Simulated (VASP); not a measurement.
Runs of VASP 6.6.1 on Cr. The structure is that of space group Fd-3m (No. 227), or close to it. The cells are those of the table. This isn't the form of Cr at room conditions, which is bcc.

| task | spin | cell | k mesh | cutoff (eV) | smearing | gap on the mesh (eV) | pressure (GPa) |
| --- | --- | --- | --- | --- | --- | --- | --- |
| single point | collinear, antiferromagnetic start | a = 3.852 Å, angles 60.0°, 2 atoms | 11 × 11 × 11 | 520 | fermi-dirac 0.05 eV | none | 4.1 |
| relaxation of cell and atoms | off | relaxed from a = 3.578 Å, angles 60.0°, 2 atoms | 11 × 11 × 11 | 550 | fermi-dirac 0.1 eV | none | 0.0 |
| single point | off | a = 3.568 Å, angles 60.0°, 2 atoms | 18 × 18 × 18 | 550 | fermi-dirac 0.1 eV | none | 1.3 |
| single point | off | a = 3.615 Å, angles 60.0°, 2 atoms | 12 × 12 × 12 | 550 | fermi-dirac 0.1 eV | none | (a) |
| single point | off | a = 3.470 Å, angles 60.0°, 2 atoms | 12 × 12 × 12 | 550 | fermi-dirac 0.1 eV | none | 12.3 |

Alike in all rows: level r2SCAN; potentials or basis VASP PAW PBE potentials, release 64 (Cr_pv).

**Question.** Fill in the values left out.

**Answer.** (a) -2.8.

Caveats: the PAW data sets were made with another functional, which shifts forces and pressure a little; the cell stands under pressure (at least some runs); an empty level that is flat over the whole mesh can mark a ghost state of the potentials, or a narrow d or f band (at least some runs); the antiferromagnetic order is the one typed at the start, and another may lie lower (at least some runs).

A gap of «none» marks levels without a gap at the run's occupations.
